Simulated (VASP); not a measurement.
# CsH (I4/mmm) in VASP: further runs, part 2 of 3

VASP 6.6.1.

## Step 3: Single point, r2SCAN

The input, POSCAR:

```
CsH
1.0
    3.3792800000      3.3792800000      0.0000000000
   -3.3792800000      3.3792800000      0.0000000000
    0.0000000000      0.0000000000      6.3052855189
Cs H
2 2
Direct
    0.0000000000      0.0000000000      0.0000000000
    0.5000000000      0.5000000000      0.5000000000
    0.5000000000      0.5000000000      0.0000000000
    0.0000000000      0.0000000000      0.5000000000
```

The input, INCAR.step1:

```
SYSTEM = CsH
PREC     = Accurate       ! precision mode
ENCUT    = 520            ! plane-wave cutoff, eV
ISMEAR   = 0              ! smearing method
SIGMA    = 0.02           ! smearing width, eV
LREAL    = .FALSE.        ! projectors in reciprocal space
LASPH    = .TRUE.         ! aspherical terms in the spheres
NELM     = 80             ! most SCF steps
NBANDS   = 18             ! bands
GGA      = PE             ! functional
ALGO     = Normal         ! electronic algorithm
EDIFF    = 1E-4           ! SCF threshold, eV
LWAVE    = .TRUE.         ! write WAVECAR
LCHARG   = .FALSE.        ! write CHGCAR
```

The input, INCAR.step2:

```
SYSTEM = CsH
PREC     = Accurate       ! precision mode
ENCUT    = 520            ! plane-wave cutoff, eV
EDIFF    = 1E-6           ! SCF threshold, eV
ISMEAR   = 0              ! smearing method
SIGMA    = 0.02           ! smearing width, eV
LREAL    = .FALSE.        ! projectors in reciprocal space
LASPH    = .TRUE.         ! aspherical terms in the spheres
NELM     = 80             ! most SCF steps
ALGO     = Normal         ! electronic algorithm
ISIF     = 2              ! what is computed and relaxed
LWAVE    = .FALSE.        ! write WAVECAR
LCHARG   = .FALSE.        ! write CHGCAR
METAGGA  = R2SCAN         ! meta-GGA
LMIXTAU  = .TRUE.       
NBANDS   = 18             ! bands
ISTART   = 1
```

The input, KPOINTS:

```
Automatic mesh
0
G
  6 6 4
  0 0 0
```

Potentials or basis: VASP PAW PBE potentials, release 64 (Cs_sv, H).

Command:

```console
$ cat potpaw_PBE.64/Cs_sv/POTCAR potpaw_PBE.64/H/POTCAR > POTCAR
$ cp INCAR.step1 INCAR
$ mpirun -np 1 vasp_std > vasp.out
$ cp INCAR.step2 INCAR
$ mpirun -np 1 vasp_std > vasp.out
```

OUTCAR:

```text
SYSTEM = CsH
   PREC = Accurate
   ENCUT = 520
   EDIFF = 1E-6
   ISMEAR = 0
   LREAL = .FALSE.
   LASPH = .TRUE.
   NELM = 80
   ISIF = 2
   METAGGA = R2SCAN
   ISTART = 1

 ion  position               nearest neighbor table
   1  0.000  0.000  0.000-
   2  0.500  0.500  0.500-
   3  0.500  0.500  0.000-
   4  0.000  0.000  0.500-

  LATTYP: Found a simple tetragonal cell.
 ALAT       =     4.7790236071
 C/A-ratio  =     1.3193668911

  Lattice vectors:

 A1 = (   3.3792800000,   3.3792800000,   0.0000000000)
 A2 = (  -3.3792800000,   3.3792800000,   0.0000000000)
 A3 = (   0.0000000000,   0.0000000000,   6.3052855189)

Analysis of symmetry for initial positions (statically):
=====================================================================
 Subroutine PRICEL returns following result:

  LATTYP: Found a body centered tetragonal cell.
 ALAT       =     4.7790236071
 C/A-ratio  =     1.3193668911

  Lattice vectors:

 A1 = (   0.0000000000,  -3.3792800000,  -3.1526427594)
 A2 = (   0.0000000000,   3.3792800000,  -3.1526427594)
 A3 = (   3.3792800000,   0.0000000000,   3.1526427594)

   2 primitive cells build up your supercell.

 Routine SETGRP: Setting up the symmetry group for a
 simple tetragonal supercell.

 Subroutine GETGRP returns: Found 16 space group operations
 (whereof 16 operations were pure point group operations)
 out of a pool of 16 trial point group operations.

The static configuration has the point symmetry D_4h.

Analysis of symmetry for dynamics (positions and initial velocities):
=====================================================================
 Subroutine PRICEL returns following result:

  LATTYP: Found a body centered tetragonal cell.
 ALAT       =     4.7790236071
 C/A-ratio  =     1.3193668911

  Lattice vectors:

 A1 = (   0.0000000000,  -3.3792800000,  -3.1526427594)
 A2 = (   0.0000000000,   3.3792800000,  -3.1526427594)
 A3 = (   3.3792800000,   0.0000000000,   3.1526427594)

   2 primitive cells build up your supercell.

 Routine SETGRP: Setting up the symmetry group for a
 simple tetragonal supercell.

 Subroutine GETGRP returns: Found 16 space group operations
 (whereof 16 operations were pure point group operations)
 out of a pool of 16 trial point group operations.

The dynamic configuration has the point symmetry D_4h.

 Subroutine INISYM returns: Found 16 space group operations
 (whereof 16 operations are pure point group operations),
 and found     2 'primitive' translations

----------------------------------------------------------------------------------------

                                     Primitive cell

  volume of cell :      72.0034

  direct lattice vectors                    reciprocal lattice vectors
     0.000000000 -3.379280000 -3.152642759     0.147960512 -0.147960512 -0.158597100
[... 23 lines left out ...]
 Generating k-lattice:

  Cartesian coordinates                     Fractional coordinates (reciprocal lattice)
     0.024660085  0.024660085  0.000000000     0.166666667  0.000000000  0.000000000
    -0.024660085  0.024660085  0.000000000     0.000000000  0.166666667  0.000000000
     0.000000000  0.000000000  0.039649275     0.000000000  0.000000000  0.250000000

  Length of vectors
     0.034874627  0.034874627  0.039649275

  Shift w.r.t. Gamma in fractional coordinates (k-lattice)
     0.000000000  0.000000000  0.000000000

 Subroutine IBZKPT returns following result:
 ===========================================

 Found     30 irreducible k-points:

 Following reciprocal coordinates:
            Coordinates               Weight
  0.000000  0.000000  0.000000      1.000000
  0.166667  0.000000  0.000000      4.000000
  0.333333  0.000000  0.000000      4.000000
  0.500000  0.000000  0.000000      2.000000
  0.166667  0.166667  0.000000      4.000000
  0.333333  0.166667  0.000000      8.000000
[... 16 lines left out ...]
  0.333333  0.000000  0.500000      4.000000
  0.500000  0.000000  0.500000      2.000000
 [... further k-points ...]
   k-points           NKPTS =     30   k-points in BZ     NKDIM =     30   number of bands    NBANDS=     18
   number of dos      NEDOS =    301   number of ions     NIONS =      4
   total plane-waves  NPLWV =  62208
   dimension x,y,z NGX =    36 NGY =   36 NGZ =   48
   dimension x,y,z NGXF=    72 NGYF=   72 NGZF=   96
   ions per type =               2   2
   NGX,Y,Z   is equivalent  to a cutoff of  12.52, 12.52, 12.66 a.u.
   NGXF,Y,Z  is equivalent  to a cutoff of  25.05, 25.05, 25.31 a.u.
 SYSTEM =  CsH
   PREC   = accura    normal or accurate (medium, high low for compatibility)
   ISTART =      1    job   : 0-new  1-cont  2-samecut
   ICHARG =      0    charge: 1-file 2-atom 10-const
   ISPIN  =      1    spin polarized calculation?
   LNONCOLLINEAR =      F non collinear calculations
   LSORBIT =      F    spin-orbit coupling
   LASPH  =      T    aspherical Exc in radial PAW
   ENCUT  =  520.0 eV  38.22 Ry    6.18 a.u.   8.89  8.89 11.72*2*pi/ulx,y,z
   NELM   =     80;   NELMIN=  2; NELMDL=  0     # of ELM steps
   EDIFF  = 0.1E-05   stopping-criterion for ELM
   LREAL  =      F    real-space projection
   EDIFFG = 0.1E-04   stopping-criterion for IOM
   NSW    =      0    number of steps for IOM
   IBRION =     -1    ionic relax: 0-MD 1-quasi-New 2-CG
   NFREE  =      0    steps in history (QN), initial steepest desc. (CG)
   ISIF   =      2    stress and relaxation
   ISYM   =      2    0-nonsym 1-usesym 2-fastsym
   POTIM  = 0.5000    time-step for ionic-motion
   TEBEG  =    0.0;   TEEND  =   0.0 temperature during run
   PSTRESS=    0.0 pullay stress
   NELECT =      20.0000    total number of electrons
   NUPDOWN=      -1.0000    fix difference up-down
   EMIN   =  10.00;   EMAX   =-10.00  energy-range for DOS
   EFERMI =   0.00;   METHOD = LEGACY
   ISMEAR =     0;   SIGMA  =   0.02  broadening in eV -4-tet -1-fermi 0-gaus
   EFERMI_NEDOS =   21; number of points for ismear=-14 and -15
   IALGO  =     38    algorithm
   IMIX   =      4    mixing-type and parameters
     AMIX     =   0.40;   BMIX     =  1.00
     AMIX_MAG =   1.60;   BMIX_MAG =  1.00
  volume/ion in A,a.u.               =      36.00       242.95
  Fermi-wavevector in a.u.,A,eV,Ry     =   0.847794  1.602099  9.779256  0.718755
  Thomas-Fermi vector in A             =   1.963356
   LORBIT       =      0    0 simple, 1 ext, 2 COOP (PROOUT), +10 PAW based schemes
   METAGGA = R2SCAN    functional components
   LHFCALC =     F    Hartree Fock is set to
   AEXX    =    0.0000 exact exchange contribution
   IVDW    =     0    specifies the selected vdW correction
   LEPSILON=     F    determine dielectric tensor
   LRPA    =     F    only Hartree local field effects (RPA)
 non-spin polarized calculation
 Gauss-broadening in eV      SIGMA  =   0.02
  energy-cutoff  :      520.00
  volume of cell :      144.01
 maximum number of plane-waves:      3912
 NGX is ok and might be reduce to    36
   NGX = 17   NGY = 17   NGZ = 23

 number of electron      19.9999993 magnetization

 Free energy of the ion-electron system (eV)
  ---------------------------------------------------
  ext. energy  EPLUGINS =         0.00000000
  ---------------------------------------------------
  free energy    TOTEN  =       -57.91965924 eV

  energy without entropy =      -57.91965924  energy(sigma->0) =      -57.91965924

 E-fermi :  -0.4612     XC(G=0):  -7.1427

 val. band max:       -0.5531833467   @ k =   0.5000   0.0000   0.5000
 cond. band min:       2.1903588067   @ k =   0.5000   0.0000   0.5000
 fundamental gap:      2.7435421534
 Fermi energy:        -0.4612032787

 k-point     1 :       0.0000    0.0000    0.0000
  band No.  band energies     occupation
      1     -22.6299      2.00000
      2     -22.5519      2.00000
      3      -9.2817      2.00000
      4      -9.0703      2.00000
      5      -9.0703      2.00000
      6      -8.8314      2.00000
[... 481 lines left out ...]
      5      -8.9260      2.00000
      6      -8.9260      2.00000
[... 10 lines left out ...]
     17       6.8145      0.00000
     18       6.8145      0.00000

 [... further k-points ...]
[... 5 lines left out ...]
  --------------------------------------------------------------------------------------
  -------------------------------------------------------------------------------------
  Total       -0.9839654     -0.9839654      0.0261588      0.0000000     -0.0000000     -0.0000000
  in kB      -10.9473073    -10.9473073      0.2910350      0.0000000     -0.0000000     -0.0000000
  external PRESSURE =      -7.2011932 kB  Pullay stress =       0.0000000 kB

 VOLUME and BASIS-vectors are now :
 -----------------------------------------------------------------------------
  energy-cutoff  :      520.00
  volume of cell :      144.01
      direct lattice vectors                 reciprocal lattice vectors
     3.379280000  3.379280000  0.000000000     0.147960512  0.147960512  0.000000000
    -3.379280000  3.379280000  0.000000000    -0.147960512  0.147960512  0.000000000
     0.000000000  0.000000000  6.305285519     0.000000000  0.000000000  0.158597100

 POSITION                                       TOTAL-FORCE (eV/Angst)
 -----------------------------------------------------------------------------------
      0.00000      0.00000      0.00000         0.000000     -0.000000      0.000000
      0.00000      3.37928      3.15264        -0.000000     -0.000000     -0.000000
      0.00000      3.37928      0.00000         0.000000      0.000000      0.000000
      0.00000      0.00000      3.15264         0.000000      0.000000      0.000000
 -----------------------------------------------------------------------------------
    total drift:                               -0.000000      0.000000      0.000000

  FREE ENERGIE OF THE ION-ELECTRON SYSTEM (eV)
  ---------------------------------------------------
  free  energy   TOTEN  =       -57.9196592435 eV

  energy  without entropy=      -57.9196592435  energy(sigma->0) =      -57.91965924
```

Run time: 92 s. Hardware: 1 thread of Intel Xeon 6975P-C (Granite Rapids), shared host; peak memory 0.28 GiB.

Results:

| Property | Result |
| --- | --- |
| Free energy | -57.9197 eV |
| Pressure | -0.7 GPa |
| Band gap on the k mesh | 2.74 eV |

Levels at points of the mesh, in eV from the valence-band top:
```csv
k point,band 8,band 9,band 10,band 11,band 12,band 13
"(0.00, 0.00, 0.00)",-8.21,-1.46,-0.90,3.53,5.59,5.59
"(0.50, 0.00, 0.00)",-8.37,-0.47,-0.47,3.65,3.65,4.72
"(0.50, 0.50, 0.00)",-8.42,-0.91,-0.91,3.75,3.75,5.45
"(0.00, 0.00, 0.50)",-8.40,-0.71,-0.71,4.35,4.35,4.88
"(0.50, 0.00, 0.50)",-8.28,0.00,0.00,2.74,2.74,5.03
"(0.50, 0.50, 0.50)",-8.47,-0.44,-0.44,4.45,4.45,4.45
```

Caveat: the PAW data sets were made with another functional, which shifts forces and pressure a little; spin-orbit coupling is left out, which moves the levels of the heavy elements. A k mesh can miss the band edges.

## Step 4: Single point, r2SCAN (biaxial strain in the a-b plane: -6.0 %, then relaxed in part)

The input, POSCAR:

```
CsH
1.0
    2.9967200000      2.9967200000      0.0000000000
   -2.9967200000      2.9967200000      0.0000000000
    0.0000000000      0.0000000000      6.4425463390
Cs H
2 2
Direct
    0.0000000000      0.0000000000      0.0000000000
    0.5000000000      0.5000000000      0.5000000000
    0.5000000000      0.5000000000      0.0000000000
    0.0000000000      0.0000000000      0.5000000000
```

The input, INCAR.step1:

```
SYSTEM = CsH
PREC = Accurate
ENCUT = 520
ISMEAR = 0
SIGMA = 0.02
LREAL = .FALSE.
LASPH = .TRUE.
NELM = 60
NBANDS = 18
GGA = PE
ALGO = Normal
EDIFF = 1E-4
LWAVE = .TRUE.
LCHARG = .FALSE.
```

The input, INCAR.step2:

```
SYSTEM = CsH
PREC = Accurate
ENCUT = 520
EDIFF = 1E-7
ISMEAR = 0
SIGMA = 0.02
LREAL = .FALSE.
LASPH = .TRUE.
NELM = 60
ALGO = Normal
ISIF = 2
LWAVE = .FALSE.
LCHARG = .FALSE.
METAGGA = R2SCAN
LMIXTAU = .TRUE.
NBANDS = 18
ISTART = 1
```

The input, KPOINTS:

```
regular mesh
0
G
  6 6 4
  0 0 0
```

Command:

```console
$ cat potpaw_PBE.64/Cs_sv/POTCAR potpaw_PBE.64/H/POTCAR > POTCAR
$ cp INCAR.step1 INCAR
$ mpirun -np 1 vasp_std > vasp.out
$ cp INCAR.step2 INCAR
$ mpirun -np 1 vasp_std > vasp.out
```

Run time: 2.3 min. Hardware: 1 thread of Intel Xeon 6975P-C (Granite Rapids), shared host; peak memory 0.25 GiB.

Results (log left out):

- Free energy: -57.8723 eV
- Pressure: 1.6 GPa
- Band gap on the k mesh: 2.47 eV

Stress tensor (GPa, compression positive):
```
2.41 0.00 0.00
0.00 2.41 0.00
0.00 0.00 0.02
```

Levels at points of the mesh, in eV from the valence-band top:
```
           k point  band 7  band 8  band 9  band 10  band 11  band 12  band 13  band 14
(0.00, 0.00, 0.00)   -8.09   -8.09   -1.92    -1.52     3.38     5.39     5.78     5.78
(0.50, 0.00, 0.00)   -8.17   -8.17   -0.36    -0.36     3.71     3.71     4.23     4.23
(0.50, 0.50, 0.00)   -8.52   -8.52   -1.55    -1.55     3.16     3.16     6.79     6.79
(0.00, 0.00, 0.50)   -8.24   -8.24   -1.30    -1.30     4.13     4.13     4.60     4.60
(0.50, 0.00, 0.50)   -8.17   -8.17    0.00     0.00     2.47     2.47     4.90     4.90
(0.50, 0.50, 0.50)   -8.56   -8.56   -1.17    -1.17     4.55     4.55     4.55     4.55
```

Caveat: the cell differs from its parent crystal (biaxial strain in the a-b plane: -6.0 %, then relaxed in part); the PAW data sets were made with another functional, which shifts forces and pressure a little; spin-orbit coupling is left out, which moves the levels of the heavy elements. A k mesh can miss the band edges.

(Continued in part 3 of 3.)
